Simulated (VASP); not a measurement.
# CdH2O2 (P-3m1) in VASP: notebook

CdH2O2 is run at these levels: PBEsol; tasks: single point.

Everything below comes from runs of VASP 6.6.1. Logs are shortened: lines on timing, memory, paths and dates and some standing lists are left out, and cuts for length are marked.

## 1. The cell of the first run

It takes space group P-3m1 (No. 164, trigonal). The conventional cell has a = 3.539 Å, b = 3.539 Å, c = 4.674 Å, α = 90.00°, β = 90.00°, γ = 120.00°. Within 3.1 Å of Cd (site symmetry -3m) lie 6 O at 2.33 Å and 6 H at 2.93 Å. H (site symmetry 3m) has 1 O at 0.97 Å within 1.3 Å. Within 1.3 Å of O (site symmetry 3m) lie 1 H at 0.97 Å.

## 2. Single point, PBEsol

Contents of INCAR:

```
SYSTEM = CdH2O2
ALGO = Normal ; EDIFF = 1E-6
ENCUT = 600 ; GGA = PS
GGA_COMPAT = .False. ; ISIF = 2
ISMEAR = 0 ; LASPH = .True.
LCHARG = .False. ; LREAL = .False.
LWAVE = .False. ; NBANDS = 25
NELM = 120 ; PREC = Accurate
SIGMA = 0.01
```

Contents of KPOINTS:

```
k-points
0
Gamma
  6 6 4
  0 0 0
```

Contents of POSCAR:

```
CdH2O2
1.0
    3.5388082674      0.0000000000      0.0000000000
   -1.7694041337      3.0646978597      0.0000000000
    0.0000000000      0.0000000000      4.6737283933
Cd H O
1 2 2
Direct
    0.0000000000      0.0000000000      0.0000000000
    0.6666666667      0.3333333333      0.5509607200
    0.3333333333      0.6666666667      0.4490392800
    0.6666666667      0.3333333333      0.7593720000
    0.3333333333      0.6666666667      0.2406280000
```

Potentials or basis: VASP PAW PBE potentials, release 64 (Cd_sv_GW, H, O).

Launch:

```sh
$ cat potpaw_PBE.64/Cd_sv_GW/POTCAR potpaw_PBE.64/H/POTCAR potpaw_PBE.64/O/POTCAR > POTCAR
$ mpirun -np 1 vasp_std > vasp.out
```

OUTCAR:

```text
SYSTEM = CdH2O2
   EDIFF = 1E-6
   ENCUT = 600
   GGA = PS
   ISIF = 2
   ISMEAR = 0
   LASPH = .True.
   LREAL = .False.
   NELM = 120
   PREC = Accurate

 ion  position               nearest neighbor table
   1  0.000  0.000  0.000-
   2  0.667  0.333  0.551-   4 0.97
   3  0.333  0.667  0.449-   5 0.97
   4  0.667  0.333  0.759-   2 0.97
   5  0.333  0.667  0.241-   3 0.97

  LATTYP: Found a hexagonal cell.
 ALAT       =     3.5388082674
 C/A-ratio  =     1.3207068708

  Lattice vectors:

 A1 = (   3.5388082674,   0.0000000000,   0.0000000000)
 A2 = (  -1.7694041337,   3.0646978597,   0.0000000000)
 A3 = (   0.0000000000,   0.0000000000,   4.6737283933)

Analysis of symmetry for initial positions (statically):
=====================================================================
 Subroutine PRICEL returns:
 Original cell was already a primitive cell.

 Routine SETGRP: Setting up the symmetry group for a
 hexagonal supercell.

 Subroutine GETGRP returns: Found 12 space group operations
 (whereof 12 operations were pure point group operations)
 out of a pool of 24 trial point group operations.

The static configuration has the point symmetry D_3d.

Analysis of symmetry for dynamics (positions and initial velocities):
=====================================================================
 Subroutine PRICEL returns:
 Original cell was already a primitive cell.

 Routine SETGRP: Setting up the symmetry group for a
 hexagonal supercell.

 Subroutine GETGRP returns: Found 12 space group operations
 (whereof 12 operations were pure point group operations)
 out of a pool of 24 trial point group operations.

The dynamic configuration has the point symmetry D_3d.

 Subroutine INISYM returns: Found 12 space group operations
 (whereof 12 operations are pure point group operations),
 and found     1 'primitive' translations

----------------------------------------------------------------------------------------

                                     Primitive cell

  volume of cell :      50.6884

[... 87 lines left out ...]
   ISPIN  =      1    spin polarized calculation?
   LNONCOLLINEAR =      F non collinear calculations
   LSORBIT =      F    spin-orbit coupling
   LASPH  =      T    aspherical Exc in radial PAW
   ENCUT  =  600.0 eV  44.10 Ry    6.64 a.u.   7.07  7.07  9.33*2*pi/ulx,y,z
   NELM   =    120;   NELMIN=  2; NELMDL= -5     # of ELM steps
   EDIFF  = 0.1E-05   stopping-criterion for ELM
   LREAL  =      F    real-space projection
   EDIFFG = 0.1E-04   stopping-criterion for IOM
   NSW    =      0    number of steps for IOM
   IBRION =     -1    ionic relax: 0-MD 1-quasi-New 2-CG
   NFREE  =      0    steps in history (QN), initial steepest desc. (CG)
   ISIF   =      2    stress and relaxation
   ISYM   =      2    0-nonsym 1-usesym 2-fastsym
   POTIM  = 0.5000    time-step for ionic-motion
   TEBEG  =    0.0;   TEEND  =   0.0 temperature during run
   PSTRESS=    0.0 pullay stress
   NELECT =      34.0000    total number of electrons
   NUPDOWN=      -1.0000    fix difference up-down
   EMIN   =  10.00;   EMAX   =-10.00  energy-range for DOS
   EFERMI =   0.00;   METHOD = LEGACY
   ISMEAR =     0;   SIGMA  =   0.01  broadening in eV -4-tet -1-fermi 0-gaus
   EFERMI_NEDOS =   21; number of points for ismear=-14 and -15
   IALGO  =     38    algorithm
   IMIX   =      4    mixing-type and parameters
     AMIX     =   0.40;   BMIX     =  1.00
     AMIX_MAG =   1.60;   BMIX_MAG =  1.00
  volume/ion in A,a.u.               =      10.14        68.41
  Fermi-wavevector in a.u.,A,eV,Ry     =   1.433062  2.708095 27.941845  2.053668
  Thomas-Fermi vector in A             =   2.552622
   LORBIT       =      0    0 simple, 1 ext, 2 COOP (PROOUT), +10 PAW based schemes
   GGA     = PS    functional components
   LHFCALC =     F    Hartree Fock is set to
   AEXX    =    0.0000 exact exchange contribution
   IVDW    =     0    specifies the selected vdW correction
   LEPSILON=     F    determine dielectric tensor
   LRPA    =     F    only Hartree local field effects (RPA)
 non-spin polarized calculation
 Gauss-broadening in eV      SIGMA  =   0.01
  energy-cutoff  :      600.00
  volume of cell :       50.69
 maximum number of plane-waves:      1725
   NGX = 15   NGY = 15   NGZ = 19

 number of electron      34.0000007 magnetization

 Free energy of the ion-electron system (eV)
  ---------------------------------------------------
  ext. energy  EPLUGINS =         0.00000000
  ---------------------------------------------------
  free energy    TOTEN  =       -23.58300937 eV

  energy without entropy =      -23.58300937  energy(sigma->0) =      -23.58300937

 E-fermi :   1.5439     XC(G=0): -10.2376

 val. band max:        1.2456069758   @ k =   0.5000   0.0000   0.0000
 cond. band min:       2.8060059421   @ k =   0.0000   0.0000   0.0000
 fundamental gap:      1.5603989663
 Fermi energy:         1.5439333684

 k-point     1 :       0.0000    0.0000    0.0000
  band No.  band energies     occupation
      1     -98.3467      2.00000
      2     -59.5004      2.00000
      3     -59.4476      2.00000
      4     -59.4476      2.00000
      5     -17.1205      2.00000
      6     -16.1415      2.00000
[... 661 lines left out ...]
     24      17.4276      0.00000
     25      18.0095      0.00000

------------------------ aborting loop because EDIFF is reached ----------------------------------------

  FORCE on cell =-STRESS in cart. coord.  units (eV):
  Direction    XX          YY          ZZ          XY          YZ          ZX
  --------------------------------------------------------------------------------------
  -------------------------------------------------------------------------------------
  Total       -1.1853923     -1.1853923     -0.4888223      0.0000000      0.0000000      0.0000000
  in kB      -37.4683456    -37.4683457    -15.4508872      0.0000000      0.0000000      0.0000000
  external PRESSURE =     -30.1291928 kB  Pullay stress =       0.0000000 kB

 VOLUME and BASIS-vectors are now :
 -----------------------------------------------------------------------------
  energy-cutoff  :      600.00
  volume of cell :       50.69
      direct lattice vectors                 reciprocal lattice vectors
     3.538808267  0.000000000  0.000000000     0.282581006  0.163148220  0.000000000
    -1.769404134  3.064697860  0.000000000     0.000000000  0.326296440  0.000000000
     0.000000000  0.000000000  4.673728393     0.000000000  0.000000000  0.213961941

 POSITION                                       TOTAL-FORCE (eV/Angst)
 -----------------------------------------------------------------------------------
      0.00000      0.00000      0.00000        -0.000000     -0.000000      0.000000
      1.76940      1.02157      2.57504         0.000000     -0.000000     -0.305243
     -0.00000      2.04313      2.09869         0.000000      0.000000      0.305243
      1.76940      1.02157      3.54910         0.000000     -0.000000      0.585972
     -0.00000      2.04313      1.12463        -0.000000     -0.000000     -0.585972
 -----------------------------------------------------------------------------------
    total drift:                                0.000000      0.000000      0.000000

  FREE ENERGIE OF THE ION-ELECTRON SYSTEM (eV)
  ---------------------------------------------------
  free  energy   TOTEN  =       -23.5830093663 eV

  energy  without entropy=      -23.5830093663  energy(sigma->0) =      -23.58300937
```

OSZICAR:

```text
N       E                     dE             d eps       ncg     rms          rms(c)
DAV:   1     0.578305856805E+03    0.57831E+03   -0.20159E+04  1200   0.187E+03
DAV:   2     0.340543925650E+02   -0.54425E+03   -0.48518E+03  1214   0.604E+02
DAV:   3    -0.247564159191E+02   -0.58811E+02   -0.57779E+02  1898   0.225E+02
DAV:   4    -0.266668931848E+02   -0.19105E+01   -0.19072E+01  1536   0.435E+01
DAV:   5    -0.267496722225E+02   -0.82779E-01   -0.82770E-01  1731   0.895E+00    0.155E+01
DAV:   6    -0.236099388899E+02    0.31397E+01   -0.75550E+00  1636   0.559E+01    0.136E+01
DAV:   7    -0.236235854735E+02   -0.13647E-01   -0.94324E-01  1297   0.890E+00    0.929E+00
DAV:   8    -0.236126396714E+02    0.10946E-01   -0.35325E-01  1826   0.951E+00    0.211E+00
DAV:   9    -0.235829724646E+02    0.29667E-01   -0.65645E-02  1683   0.551E+00    0.323E-01
DAV:  10    -0.235829332088E+02    0.39256E-04   -0.10623E-02  1684   0.997E-01    0.116E-01
DAV:  11    -0.235830008045E+02   -0.67596E-04   -0.19512E-04  1891   0.214E-01    0.366E-02
DAV:  12    -0.235830032576E+02   -0.24531E-05   -0.37291E-05  1733   0.962E-02    0.202E-02
DAV:  13    -0.235830089464E+02   -0.56888E-05   -0.73562E-06  1273   0.205E-02    0.294E-03
DAV:  14    -0.235830093663E+02   -0.41996E-06   -0.65050E-07  1104   0.252E-02
   1 F= -.23583009E+02 E0= -.23583009E+02  d E =0.000000E+00
```

Wall time 24 s (1 thread of Intel Xeon 6975P-C (Granite Rapids), shared host); peak memory 0.2 GiB.

What came out:

```yaml
Free_energy: -23.5830 eV
Pressure: -3.0 GPa
Largest_force: 0.586 eV/Å
Band_gap_on_the_k_mesh: 1.56 eV, indirect (least direct gap 1.90 eV)
```

Forces in eV/Å, atoms in the order of the input:
```
Cd   0.000  0.000  0.000
H    0.000  0.000 -0.305
H    0.000  0.000  0.305
O    0.000  0.000  0.586
O    0.000  0.000 -0.586
```

Caveat: the PAW data sets were made with another functional, which shifts forces and pressure a little. A k mesh can miss the band edges.

## 3. Single point, PBEsol

This run uses another cell than the first one, of 9.74 Å³/atom, 0.961 times its volume.

Contents of INCAR:

```
ALGO = Normal
EDIFF = 1E-6
ENCUT = 600
GGA = PS
GGA_COMPAT = False
ISIF = 2
ISMEAR = 0
LASPH = True
LCHARG = False
LREAL = False
LWAVE = False
NBANDS = 25
NELM = 120
PREC = Accurate
SIGMA = 0.01
```

Contents of KPOINTS:

```
k-points
0
Gamma
  6 6 4
```

POSCAR: that of step 2 with these lines changed.

```diff
@@ -2,5 +2,5 @@
 1.0
-    3.5388082674      0.0000000000      0.0000000000
-   -1.7694041337      3.0646978597      0.0000000000
-    0.0000000000      0.0000000000      4.6737283933
+    3.4919311151      0.0000000000      0.0000000000
+   -1.7459655576      3.0241010549      0.0000000000
+    0.0000000000      0.0000000000      4.6118174162
 Cd H O
```

Potentials or basis: VASP PAW PBE potentials, release 64 (Cd_sv_GW, H, O).

Launch:

```sh
$ cat potpaw_PBE.64/Cd_sv_GW/POTCAR potpaw_PBE.64/H/POTCAR potpaw_PBE.64/O/POTCAR > POTCAR
$ mpirun -np 1 vasp_std > vasp.out
```

It took 37 s on 1 thread of Intel Xeon Platinum 8488C (Sapphire Rapids), shared host; peak memory 0.2 GiB.

Results (log left out):

- Free energy: -23.5852 eV
- Pressure: 1.5 GPa
- Largest force: 0.974 eV/Å
- Band gap on the k mesh: 1.67 eV, indirect (least direct gap 2.02 eV)

Forces on the atoms (eV/Å):
```
Cd   0.000  0.000  0.000
H    0.000  0.000 -0.950
H    0.000  0.000  0.950
O    0.000  0.000  0.974
O    0.000  0.000 -0.974
```

Stress tensor (GPa, compression positive):
```
-0.25  0.00  0.00
 0.00 -0.25  0.00
 0.00  0.00  5.00
```

Levels at points of the mesh, in eV from the valence-band top:
```
           k point  band 13  band 14  band 15  band 16  band 17  band 18  band 19  band 20  band 21  band 22
(0.00, 0.00, 0.00)    -4.29    -1.13    -1.13    -0.35    -0.35     1.67     6.09    10.14    12.89    12.89
(0.50, 0.00, 0.00)    -3.65    -2.94    -2.57    -2.32     0.00     6.44     6.60     8.85    10.45    11.21
(0.00, 0.00, 0.50)    -4.91    -1.38    -1.38    -0.06    -0.06     4.28     4.41    11.10    11.31    12.87
(0.50, 0.00, 0.50)    -4.08    -2.50    -2.06    -1.84    -0.50     6.07     6.95     9.14     9.37    10.43
```

Caveat: the PAW data sets were made with another functional, which shifts forces and pressure a little.
